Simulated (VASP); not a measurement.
SnO2: single point with PBEsol

Crystal: SnO2.

```
Sn O
1.0
     1.64710    0.95096    4.52494
    -1.64710    0.95096    4.52494
     0.00000   -1.90191    4.52494
Sn O
1 2
Direct
  0.50000 0.50000 0.50000
  0.22874 0.22874 0.22874
  0.77126 0.77126 0.77126
```

This cell differs from its parent crystal: atoms shifted along a free coordinate.

```
Program             : VASP 6.6.1
Task                : single point
Functional          : PBEsol
Potentials or basis : VASP PAW PBE potentials, release 64 (Sn_d, O)
Cutoff              : 520 eV
k mesh              : 12 × 12 × 12
Occupations         : gaussian, width 0.05 eV
Spin                : no spin polarisation
```

```json
{
 "Pressure": "3.4 GPa",
 "Largest force": "1.553 eV/Å",
 "Band gap on the k mesh": "1.63 eV (least direct gap 2.12 eV)"
}
```

Forces on the atoms (eV/Å):
```
Sn   0.000  0.000  0.000
O    0.000  0.000  1.553
O    0.000  0.000 -1.553
```

Stress tensor (GPa, compression positive):
```
1.15 0.00 0.00
0.00 1.15 0.00
0.00 0.00 7.89
```

Levels at points of the mesh, in eV from the valence-band top:
| k point | band 10 | band 11 | band 12 | band 13 | band 14 | band 15 | band 16 | band 17 |
| --- | --- | --- | --- | --- | --- | --- | --- | --- |
| (0.00, 0.00, 0.00) | -1.63 | -1.36 | -1.36 | -0.49 | 1.63 | 5.87 | 10.63 | 10.63 |
| (0.50, 0.00, 0.00) | -3.79 | -1.16 | -0.67 | -0.53 | 5.64 | 7.78 | 9.13 | 12.20 |
| (0.50, 0.50, 0.00) | -3.88 | -0.76 | -0.39 | -0.13 | 5.38 | 6.70 | 10.19 | 10.94 |
| (0.50, 0.50, 0.50) | -1.70 | -1.70 | -1.31 | -1.31 | 3.02 | 5.78 | 10.90 | 10.90 |

It took 2.8 min on 1 thread of Intel(R) Xeon(R) 6975P-C (Granite Rapids), on a shared host, peak memory 0.32 GiB.

Caveat: the cell differs from its parent crystal (atoms shifted along a free coordinate); the cell stands under pressure; the PAW data sets were made with another functional, which shifts forces and pressure a little; spin-orbit coupling is left out, which moves the levels of the heavy elements. A k mesh can miss the band edges.
